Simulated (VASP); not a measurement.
Runs of VASP 6.6.1 on Ir. The structure is that of space group Pm-3m (No. 221), or close to it. The cells are those of the table. 

| cell | k mesh | gap on the mesh (eV) | pressure (GPa) |
| --- | --- | --- | --- |
| a = 2.511 Å, 1 atom | 14 × 14 × 14 | none | (a) |
| a = 2.581 Å, 1 atom | 20 × 20 × 20 | none | -0.2 |
| a = 2.546 Å, 1 atom | 14 × 14 × 14 | none | (c) |
| a = 2.648 Å, 1 atom | 14 × 14 × 14 | none | (b) |
| a = 2.474 Å, 1 atom | 14 × 14 × 14 | none | 40.9 |
| a = 2.615 Å, 1 atom | 14 × 14 × 14 | none | -8.6 |
| a = 2.581 Å, 1 atom | 14 × 14 × 14 | none | -0.3 |
| a = 2.681 Å, 1 atom | 14 × 14 × 14 | none | -20.1 |

Alike in all rows: task single point; level revPBE; potentials or basis VASP PAW PBE potentials, release 64 (Ir); no spin polarisation; cutoff (eV) 520; smearing fermi-dirac 0.1 eV.

Task: Fill in the values left out.

Result: (a) 23.7; (b) -15.1; (c) 10.3.

Caveats: the PAW data sets were made with another functional, which shifts forces and pressure a little; spin-orbit coupling is left out, which moves the levels of the heavy elements.

A k mesh can miss the band edges, and the runs leave out spin-orbit coupling on Ir.

A gap of «none» marks levels without a gap at the run's occupations.
